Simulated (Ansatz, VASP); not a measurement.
**One calculation of AlAu2, two programs**

INCAR

```
SYSTEM = AlAu2
PREC = Accurate
ENCUT = 520
EDIFF = 1E-7
ISMEAR = 0
SIGMA = 0.15
LREAL = .FALSE.
LASPH = .TRUE.
NELM = 100
ALGO = Fast
ISIF = 2
LWAVE = .FALSE.
LCHARG = .FALSE.
NBANDS = 20
```

KPOINTS

```
Automatic mesh
0
G
  16 16 16
  0 0 0
```

Contents of POSCAR:

```
AlAu2
1.0
   -1.6379005816      1.6379005816      4.4052974043
    1.6379005816     -1.6379005816      4.4052974043
    1.6379005816      1.6379005816     -4.4052974043
Al Au
1 2
Direct
    0.0000000000      0.0000000000      0.0000000000
    0.6454920683      0.6454920683      0.0000000000
    0.3545079317      0.3545079317      0.0000000000
```

Input for Ansatz:

```yaml
crystal:
  lattice:
    - [-1.6379005816, 1.6379005816, 4.4052974043]
    - [1.6379005816, -1.6379005816, 4.4052974043]
    - [1.6379005816, 1.6379005816, -4.4052974043]
  atoms:
    - { symbol: Al, position: [0.0, 0.0, 0.0] }
    - { symbol: Au, position: [0.6454920683, 0.6454920683, 0.0] }
    - { symbol: Au, position: [0.3545079317, 0.3545079317, 0.0] }
basis:
  ecutwfc: 420
kpoints:
  mp_grid: { grid: [16, 16, 16] }
hamiltonian:
  xc: lda
scf:
  occupations: { method: gaussian, width: 0.15 }
output:
  forces: true
  stress: true
  eigenvalues: true
```

Alike in both runs: task single point; functional LDA; k mesh 16 × 16 × 16; occupations gaussian, width 0.15 eV; no spin polarisation.

```csv
,VASP,Ansatz
version,VASP 6.6.1,Ansatz 0.2.0
potentials or method,"VASP PAW LDA potentials, release 64 (Al, Au), cutoff 520 eV","scalar-relativistic, plane waves, PAW"
valence electrons in the cell,25,41
```

VASP gave:

| Quantity | Value |
| --- | --- |
| gap on the k mesh at the Fermi level (eV) | none |
| pressure (GPa) | 3.2 |
| traceless stress, the component that is largest in VASP (GPa) | 5.74 |
| rms of the force components (eV/Å) | 0.967 |

Which values does Ansatz return?

gap on the k mesh at the Fermi level (eV): none; pressure (GPa): 2.8; traceless stress, the component that is largest in VASP (GPa): 5.64; rms of the force components (eV/Å): 0.953.

LDA's correlation is that of Perdew and Zunger in VASP and of Perdew and Wang (1992) in Ansatz. Atom by atom the forces differ by 0.014 eV/Å (rms over components). A gap of «none» marks a metal or a gap that the smearing closes. VASP's potentials hold 25 valence electrons a cell and Ansatz's 41, so a difference there can come from the potentials and not from the codes.

Spin-orbit coupling is off throughout.
